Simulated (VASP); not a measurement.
Wanted: the native input for a VASP 6.6.1 run.

```
Task                   : single point
Functional             : PBE
Potentials or basis    : VASP PAW PBE potentials, release 64 (Zn, S)
Cutoff                 : 520 eV
k mesh                 : 10 × 10 × 10
Occupations            : gaussian, width 0.05 eV
Spin                   : no spin polarisation
Dipole correction      : no
Further INCAR settings : ALGO = Normal; EDIFF = 1e-06; NBANDS = 16
```

The structure of ZnS lies in POSCAR:

```
ZnS
1.0
   -0.1293074470      2.6415664171      2.6415664171
    2.6415664171     -0.1293074470      2.6415664171
    2.6415664171      2.6415664171     -0.1293074470
Zn S
1 1
Direct
    0.0000000000      0.0000000000      0.0000000000
    0.7500000000      0.7500000000      0.7500000000
```

This cell differs from its parent crystal: ratio of the length along [111] to the lengths across it x 0.93, volume and fractional coordinates fixed.

One way to write it, as run:

INCAR

```
PREC     = Accurate       # precision mode
ENCUT    = 520            # plane-wave cutoff, eV
EDIFF    = 1E-6           # SCF threshold, eV
ISMEAR   = 0              # smearing method
SIGMA    = 0.05           # smearing width, eV
LREAL    = False          # projectors in reciprocal space
LASPH    = True           # aspherical terms in the spheres
NELM     = 80             # most SCF steps
ALGO     = Normal         # electronic algorithm
ISIF     = 2              # what is computed and relaxed
LWAVE    = False          # write WAVECAR
LCHARG   = False          # write CHGCAR
GGA      = PE             # functional
NBANDS   = 16             # bands
```

KPOINTS

```
regular mesh
0
Gamma
  10 10 10
```

Potentials or basis: VASP PAW PBE potentials, release 64 (Zn, S).

Run with:

```sh
$ cat potpaw_PBE.64/Zn/POTCAR potpaw_PBE.64/S/POTCAR > POTCAR
$ mpirun -np 1 vasp_std > vasp.out
```

Results of the run:

The pressure is 2.2 GPa, the largest force is 0.635 eV/Å and the band gap on the k mesh is 1.92 eV, direct.

It took 48 s on 1 thread of Intel Xeon 6975P-C (shared host), peak memory 0.21 GiB.
